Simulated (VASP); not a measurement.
# AlN (P6_3/mmc) in VASP: a series of runs, part 2 of 2

VASP 6.6.1.

### 4 Single point, PBEsol

This run uses another cell than the first one, of 9.28 Å³/atom.

File INCAR:

```
ALGO = Normal
EDIFF = 1E-7
ENCUT = 520
GGA = PS
ISIF = 2
ISMEAR = 0
LASPH = True
LCHARG = True
LELF = True
LREAL = False
LVHAR = True
LWAVE = False
NBANDS = 16
NELM = 60
PREC = Accurate
SIGMA = 0.05
```

File KPOINTS:

```
k-points
0
Gamma
  9 9 6
```

File POSCAR:

```
AlN
1.0
    3.2024000000      0.0000000000      0.0000000000
   -1.6012000000      2.7733597531      0.0000000000
    0.0000000000      0.0000000000      4.1814000000
Al N
2 2
Direct
    0.3333333333      0.6666666667      0.7500000000
    0.6666666667      0.3333333333      0.2500000000
    0.3333333333      0.6666666667      0.2500000000
    0.6666666667      0.3333333333      0.7500000000
```

Potentials or basis: VASP PAW PBE potentials, release 64 (Al, N).

The run is started by

```
cat potpaw_PBE.64/Al/POTCAR potpaw_PBE.64/N/POTCAR > POTCAR
mpirun -np 1 vasp_std > vasp.out
```

OUTCAR:

```text
EDIFF = 1E-7
   ENCUT = 520
   GGA = PS
   ISIF = 2
   ISMEAR = 0
   LASPH = True
   LREAL = False
   NELM = 60
   PREC = Accurate

 ion  position               nearest neighbor table
   1  0.333  0.667  0.750-   4 1.85   4 1.85   4 1.85   3 2.09   3 2.09   2 2.79   2 2.79   2 2.79
                             2 2.79   2 2.79   2 2.79
   2  0.667  0.333  0.250-   3 1.85   3 1.85   3 1.85   4 2.09   4 2.09   1 2.79   1 2.79   1 2.79
                             1 2.79   1 2.79   1 2.79
   3  0.333  0.667  0.250-   2 1.85   2 1.85   2 1.85   1 2.09   1 2.09
   4  0.667  0.333  0.750-   1 1.85   1 1.85   1 1.85   2 2.09   2 2.09

  LATTYP: Found a hexagonal cell.
 ALAT       =     3.2024000000
 C/A-ratio  =     1.3057082188

  Lattice vectors:

 A1 = (   3.2024000000,   0.0000000000,   0.0000000000)
 A2 = (  -1.6012000000,   2.7733597531,   0.0000000000)
 A3 = (   0.0000000000,   0.0000000000,   4.1814000000)

Analysis of symmetry for initial positions (statically):
=====================================================================
 Subroutine PRICEL returns:
 Original cell was already a primitive cell.

 Routine SETGRP: Setting up the symmetry group for a
 hexagonal supercell.

 Subroutine GETGRP returns: Found 24 space group operations
 (whereof 12 operations were pure point group operations)
 out of a pool of 24 trial point group operations.

The static configuration has the point symmetry D_3d.
 The point group associated with its full space group is D_6h.

Analysis of symmetry for dynamics (positions and initial velocities):
=====================================================================
 Subroutine PRICEL returns:
 Original cell was already a primitive cell.

 Routine SETGRP: Setting up the symmetry group for a
 hexagonal supercell.

 Subroutine GETGRP returns: Found 24 space group operations
 (whereof 12 operations were pure point group operations)
[... 127 lines left out ...]
     AMIX_MAG =   1.60;   BMIX_MAG =  1.00
  volume/ion in A,a.u.               =       9.28        62.65
  Fermi-wavevector in a.u.,A,eV,Ry     =   1.236461  2.336572 20.801065  1.528835
  Thomas-Fermi vector in A             =   2.371068
   LORBIT       =      0    0 simple, 1 ext, 2 COOP (PROOUT), +10 PAW based schemes
   GGA     = PS    functional components
   LHFCALC =     F    Hartree Fock is set to
   AEXX    =    0.0000 exact exchange contribution
   IVDW    =     0    specifies the selected vdW correction
   LEPSILON=     F    determine dielectric tensor
   LRPA    =     F    only Hartree local field effects (RPA)
 non-spin polarized calculation
 Gauss-broadening in eV      SIGMA  =   0.05
  energy-cutoff  :      520.00
  volume of cell :       37.14
 maximum number of plane-waves:      1017
 NGX is ok and might be reduce to    24
   NGX = 11   NGY = 11   NGZ = 15

 number of electron      16.0000003 magnetization

 Free energy of the ion-electron system (eV)
  ---------------------------------------------------
  ext. energy  EPLUGINS =         0.00000000
  ---------------------------------------------------
  free energy    TOTEN  =       -30.82669248 eV

  energy without entropy =      -30.82669248  energy(sigma->0) =      -30.82669248

 E-fermi :   9.0616     XC(G=0): -11.6651

 val. band max:        8.7761082144   @ k =   0.0000   0.0000   0.0000
 cond. band min:      12.4144368936   @ k =   0.0000   0.0000   0.0000
 fundamental gap:      3.6383286792
 Fermi energy:         9.0615632030

 k-point     1 :       0.0000    0.0000    0.0000
  band No.  band energies     occupation
      1      -8.6431      2.00000
      2      -4.8087      2.00000
      3       1.2390      2.00000
      4       5.2852      2.00000
      5       5.2852      2.00000
      6       6.8527      2.00000
[... 433 lines left out ...]
      3       1.6804      2.00000
      4       2.8426      2.00000
      5       2.8426      2.00000
      6       5.2059      2.00000
[... 8 lines left out ...]
     15      20.3915      0.00000
     16      22.3323      0.00000

 [... further k-points ...]

------------------------ aborting loop because EDIFF is reached ----------------------------------------

  FORCE on cell =-STRESS in cart. coord.  units (eV):
  Direction    XX          YY          ZZ          XY          YZ          ZX
  --------------------------------------------------------------------------------------
  -------------------------------------------------------------------------------------
  Total        4.2435957      4.2435957      1.2314712      0.0000000      0.0000000     -0.0000000
  in kB      183.0800761    183.0800761     53.1289618      0.0000000      0.0000000     -0.0000000
  external PRESSURE =     139.7630380 kB  Pullay stress =       0.0000000 kB

 VOLUME and BASIS-vectors are now :
 -----------------------------------------------------------------------------
  energy-cutoff  :      520.00
  volume of cell :       37.14
      direct lattice vectors                 reciprocal lattice vectors
     3.202400000  0.000000000  0.000000000     0.312265801  0.180286744  0.000000000
    -1.601200000  2.773359753  0.000000000     0.000000000  0.360573488  0.000000000
     0.000000000  0.000000000  4.181400000     0.000000000  0.000000000  0.239154350

 POSITION                                       TOTAL-FORCE (eV/Angst)
 -----------------------------------------------------------------------------------
     -0.00000      1.84891      3.13605         0.000000     -0.000000      0.000000
      1.60120      0.92445      1.04535        -0.000000      0.000000      0.000000
     -0.00000      1.84891      1.04535         0.000000      0.000000      0.000000
      1.60120      0.92445      3.13605        -0.000000      0.000000      0.000000
 -----------------------------------------------------------------------------------
    total drift:                               -0.000000     -0.000000     -0.000000

  FREE ENERGIE OF THE ION-ELECTRON SYSTEM (eV)
  ---------------------------------------------------
  free  energy   TOTEN  =       -30.8266924795 eV

  energy  without entropy=      -30.8266924795  energy(sigma->0) =      -30.82669248
```

stdout:

```text
POSCAR found type information on POSCAR AlN
 POSCAR found :  2 types and       4 ions
 scaLAPACK will be used
 -----------------------------------------------------------------------------
|                                                                             |
|                                                                             |
|     You enforced a specific xc type in the INCAR file but a different       |
|     I HOPE YOU KNOW WHAT YOU ARE DOING!                                     |
|                                                                             |
 -----------------------------------------------------------------------------

 LDA part: xc-table for (Slater+PW92), standard interpolation
 POSCAR, INCAR and KPOINTS ok, starting setup
 FFT: planning ... GRIDC
 FFT: planning ... GRID_SOFT
 FFT: planning ... GRID
 WAVECAR not read
 entering main loop
```

Run time: 19 s. Hardware: 1 thread of AMD EPYC 7R13 (Zen 3), shared host; peak memory 0.12 GiB.

Results:

```yaml
Free_energy: -30.8267 eV
Pressure: 14.0 GPa
Band_gap_on_the_k_mesh: 3.64 eV
```

Stress tensor (GPa, compression positive):
```
18.31  0.00  0.00
 0.00 18.31  0.00
 0.00  0.00  5.31
```

Caveat: the cell stands under pressure; the PAW data sets were made with another functional, which shifts forces and pressure a little; an odd mesh through Γ misses points on the zone boundary, where band edges can lie.

### 5 Single point, PBEsol

This run uses another cell than the first one, of 9.17 Å³/atom.

File INCAR:

```
SYSTEM = AlN
PREC     = Accurate       ! precision mode
ENCUT    = 520            ! plane-wave cutoff, eV
EDIFF    = 1E-6           ! SCF threshold, eV
ISMEAR   = 0              ! smearing method
SIGMA    = 0.05           ! smearing width, eV
LREAL    = .False.        ! projectors in reciprocal space
LASPH    = .True.         ! aspherical terms in the spheres
NELM     = 100            ! most SCF steps
ALGO     = Normal         ! electronic algorithm
ISIF     = 2              ! what is computed and relaxed
LWAVE    = .False.        ! write WAVECAR
LCHARG   = .False.        ! write CHGCAR
GGA      = PS             ! functional
NBANDS   = 16             ! bands
```

File KPOINTS:

```
Automatic mesh
0
Gamma
  9 9 6
  0 0 0
```

File POSCAR:

```
AlN
1.0
    3.2816000000      0.0000000000      0.0000000000
   -1.6408000000      2.8419489650      0.0000000000
    0.0000000000      0.0000000000      3.9330000000
Al N
2 2
Direct
    0.3333333333      0.6666666667      0.7500000000
    0.6666666667      0.3333333333      0.2500000000
    0.3333333333      0.6666666667      0.2500000000
    0.6666666667      0.3333333333      0.7500000000
```

The run is started by

```
cat potpaw_PBE.64/Al/POTCAR potpaw_PBE.64/N/POTCAR > POTCAR
mpirun -np 1 vasp_std > vasp.out
```

Run time: 17 s. Hardware: 1 thread of AMD EPYC 7R13 (Zen 3), shared host; peak memory 0.12 GiB.

Results (log left out):

```yaml
Free_energy: -30.8024 eV
Pressure: 15.2 GPa
Band_gap_on_the_k_mesh: 3.88 eV
```

Stress tensor (GPa, compression positive):
```
11.27  0.00  0.00
 0.00 11.27  0.00
 0.00  0.00 23.16
```

Levels at points of the mesh, in eV from the valence-band top:
| k point | band 5 | band 6 | band 7 | band 8 | band 9 | band 10 | band 11 | band 12 |
| --- | --- | --- | --- | --- | --- | --- | --- | --- |
| (0.00, 0.00, 0.00) | -3.49 | -1.46 | -1.46 | 0.00 | 3.88 | 5.05 | 8.52 | 8.52 |
| (0.00, 0.00, 0.50) | -2.52 | -2.52 | -2.52 | -2.52 | 6.20 | 6.20 | 8.54 | 8.54 |

Caveat: the cell stands under pressure; the PAW data sets were made with another functional, which shifts forces and pressure a little; an odd mesh through Γ misses points on the zone boundary, where band edges can lie.

### 6 Single point, PBEsol

This run uses another cell than the first one, of 9.33 Å³/atom.

File INCAR:

```
SYSTEM = AlN
PREC = Accurate
ENCUT = 520
EDIFF = 1E-6
ISMEAR = 0
SIGMA = 0.05
LREAL = .FALSE.
LASPH = .TRUE.
NELM = 100
ALGO = Normal
ISIF = 2
LWAVE = .FALSE.
LCHARG = .FALSE.
GGA = PS
NBANDS = 16
```

File KPOINTS:

```
Automatic mesh
0
G
  9 9 6
  0 0 0
```

File POSCAR:

```
AlN
1.0
    3.2420000000      0.0000000000      0.0000000000
   -1.6210000000      2.8076543591      0.0000000000
    0.0000000000      0.0000000000      4.0986000000
Al N
2 2
Direct
    0.3333333333      0.6666666667      0.7500000000
    0.6666666667      0.3333333333      0.2500000000
    0.3333333333      0.6666666667      0.2500000000
    0.6666666667      0.3333333333      0.7500000000
```

Potentials or basis: VASP PAW PBE potentials, release 64 (Al, N).

The run is started by

```
cat potpaw_PBE.64/Al/POTCAR potpaw_PBE.64/N/POTCAR > POTCAR
mpirun -np 1 vasp_std > vasp.out
```

Run time: 16 s. Hardware: 1 thread of AMD EPYC 7R13 (Zen 3), shared host; peak memory 0.12 GiB.

It converged, with:

- Free energy: -30.8825 eV
- Pressure: 11.3 GPa
- Band gap on the k mesh: 3.66 eV

Stress tensor (GPa, compression positive):
```
12.59  0.00  0.00
 0.00 12.59  0.00
 0.00  0.00  8.59
```

Levels at points of the mesh, in eV from the valence-band top:
| k point | band 6 | band 7 | band 8 | band 9 | band 10 | band 11 |
| --- | --- | --- | --- | --- | --- | --- |
| (0.00, 0.00, 0.00) | -1.74 | -1.74 | 0.00 | 3.66 | 4.87 | 8.48 |
| (0.00, 0.00, 0.50) | -2.65 | -2.65 | -2.65 | 5.97 | 5.97 | 8.62 |

Caveat: the cell stands under pressure; the PAW data sets were made with another functional, which shifts forces and pressure a little; an odd mesh through Γ misses points on the zone boundary, where band edges can lie.

### 7 The runs side by side

```csv
cell,gap on the mesh (eV),pressure (GPa)
"a = 3.222, b = 3.222, c = 4.057 Å, angles 90.0, 90.0, 120.0°, 4 atoms",3.83,17.2
"a = 3.282, b = 3.282, c = 4.016 Å, angles 90.0, 90.0, 120.0°, 4 atoms",3.70,9.6
"a = 3.202, b = 3.202, c = 4.181 Å, angles 90.0, 90.0, 120.0°, 4 atoms",3.64,14.0
"a = 3.282, b = 3.282, c = 3.933 Å, angles 90.0, 90.0, 120.0°, 4 atoms",3.88,15.2
"a = 3.242, b = 3.242, c = 4.099 Å, angles 90.0, 90.0, 120.0°, 4 atoms",3.66,11.3
```

Alike in all rows: task single point; level PBEsol; potentials or basis VASP PAW PBE potentials, release 64 (Al, N); no spin polarisation; k mesh 9 × 9 × 6; cutoff (eV) 520; smearing gaussian 0.05 eV.

Caveats: the cell stands under pressure; the PAW data sets were made with another functional, which shifts forces and pressure a little; an odd mesh through Γ misses points on the zone boundary, where band edges can lie.

Total energies depend on the potentials used, so only differences within one code and one set of settings carry meaning.
